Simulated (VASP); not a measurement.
A run of VASP 6.6.1:

The input INCAR:

```
PREC     = Accurate       # precision mode
ENCUT    = 520            # plane-wave cutoff, eV
EDIFF    = 1E-7           # SCF threshold, eV
ISMEAR   = 0              # smearing method
SIGMA    = 0.05           # smearing width, eV
LREAL    = False          # projectors in reciprocal space
LASPH    = True           # aspherical terms in the spheres
NELM     = 100            # most SCF steps
ALGO     = Normal         # electronic algorithm
ISIF     = 2              # what is computed and relaxed
LWAVE    = False          # write WAVECAR
LCHARG   = True           # write CHGCAR
GGA      = PS             # functional
LELF     = True           # ELF
LVHAR    = True         
NBANDS   = 28             # bands
```

Contents of KPOINTS:

```
Automatic mesh
0
Gamma
  6 6 8
```

POSCAR

```
PbSe
1.0
    5.2442851051      0.0000000000      0.0000000000
    0.0000000000      5.2442851051      0.0000000000
    0.0000000000      0.0000000000      3.9948286820
Pb Se
2 2
Direct
    0.5000000000      0.0000000000      0.3465467582
    0.0000000000      0.5000000000      0.6534532418
    0.0000000000      0.0000000000      0.0000000000
    0.5000000000      0.5000000000      0.0000000000
```

Potentials or basis: VASP PAW PBE potentials, release 64 (Pb_d, Se).

The run is started by

```sh
$ cat potpaw_PBE.64/Pb_d/POTCAR potpaw_PBE.64/Se/POTCAR > POTCAR
$ mpirun -np 1 vasp_std > vasp.out
```

Hardware: 1 thread of AMD EPYC 7R43 64-Core Processor (Zen 3), on a shared host.

Question: How long does it take, and how much memory?

Answer: Wall time 120 s on 1 thread of AMD EPYC 7R43 64-Core Processor (Zen 3), with other jobs on the host, peak memory 0.26 GiB. Counts: scf iterations 14, k points 50.
